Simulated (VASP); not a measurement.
Set up this calculation in VASP 6.6.1, as the native input.

```
Task                   : relaxation of cell and atoms
Functional             : LDA
Potentials or basis    : VASP PAW LDA potentials, release 64 (Cu)
Cutoff                 : 600 eV
k mesh                 : 28 × 28 × 28
Occupations            : fermi-dirac, width 0.15 eV
Spin                   : no spin polarisation
Dipole correction      : no
Further INCAR settings : ALGO = Normal; EDIFF = 1e-06; IBRION = 2; EDIFFG = -0.001; NSW = 80; ISIF = 3
```

The structure of Cu lies in POSCAR:

```
Cu
1.0
    0.0000000000      1.7588811948      1.7588811948
    1.7588811948      0.0000000000      1.7588811948
    1.7588811948      1.7588811948      0.0000000000
Cu
1
Direct
    0.0000000000      0.0000000000      0.0000000000
```

One way to write it, as run:

INCAR

```
SYSTEM = Cu
ALGO     = Normal         ! electronic algorithm
EDIFF    = 1E-6           ! SCF threshold, eV
EDIFFG   = -0.001         ! ionic threshold
ENCUT    = 600            ! plane-wave cutoff, eV
IBRION   = 2              ! ionic algorithm
ISIF     = 3              ! what is computed and relaxed
ISMEAR   = -1             ! smearing method
LASPH    = .TRUE.         ! aspherical terms in the spheres
LCHARG   = .FALSE.        ! write CHGCAR
LREAL    = .FALSE.        ! projectors in reciprocal space
LWAVE    = .FALSE.        ! write WAVECAR
NELM     = 60             ! most SCF steps
NSW      = 80             ! ionic steps
PREC     = Accurate       ! precision mode
SIGMA    = 0.15           ! smearing width, eV
```

KPOINTS

```
k-points
0
G
  28 28 28
  0 0 0
```

Potentials or basis: VASP PAW LDA potentials, release 64 (Cu).

The run is started by

```sh
$ cat potpaw_LDA.64/Cu/POTCAR > POTCAR
$ mpirun -np 1 vasp_std > vasp.out
```

It gave:

The relaxed volume is 10.94 Å³/atom, the relaxed cell is a = 2.492 Å, b = 2.492 Å, c = 2.492 Å, α = 60.00°, β = 60.00°, γ = 60.00° and the space group after relaxing (to 0.05 Å) is Fm-3m (No. 225). The energy gained by relaxing is 0.2 meV/atom and the ionic steps are 14. The pressure after relaxing is 0.0 GPa.

It took 2.3 min on 1 thread of Intel(R) Xeon(R) Platinum 8488C (Sapphire Rapids) (shared host), peak memory 0.2 GiB.
